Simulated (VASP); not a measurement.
NaCl, 2 atoms in the cell. It takes space group R-3m (No. 166, trigonal). The conventional cell has a = 4.024 Å, b = 4.024 Å, c = 5.003 Å, α = 90.00°, β = 90.00°, γ = 120.00°. Within 3.3 Å of Na (site symmetry -3m) lie 8 Cl at 2.47 to 2.50 Å and 6 Na at 2.86 Å. Within 3.3 Å of Cl (site symmetry -3m) lie 8 Na at 2.47 to 2.50 Å and 6 Cl at 2.86 Å.  This cell differs from its parent crystal: equal xy, yz and zx shear strains of +1 %.

| Item | Value |
| --- | --- |
| Program | VASP 6.6.1 |
| Task | electric field gradients |
| Functional | PBEsol |
| Potentials or basis | VASP PAW PBE potentials, release 64 (Na_pv, Cl) |
| Cutoff | 520 eV |
| k mesh | 9 × 9 × 9 |
| Occupations | fermi-dirac, width 0.03 eV |
| Spin | no spin polarisation |
| Dipole correction | no |
| Further INCAR settings | ALGO = Normal; EDIFF = 1e-08; NBANDS = 14 |

Potentials or basis: VASP PAW PBE potentials, release 64 (Na_pv, Cl).

Run with:

```console
$ cat potpaw_PBE.64/Na_pv/POTCAR potpaw_PBE.64/Cl/POTCAR > POTCAR
$ mpirun -np 1 vasp_std > vasp.out
```

Hardware: 1 thread of Intel(R) Xeon(R) Platinum 8488C (Sapphire Rapids), on a shared host.

**Question.** How long does it take, and how much memory?

**Answer.** It took 12 s on 1 thread of Intel(R) Xeon(R) Platinum 8488C (Sapphire Rapids) (shared host), peak memory 0.15 GiB. Counts: scf iterations 15, k points 85.
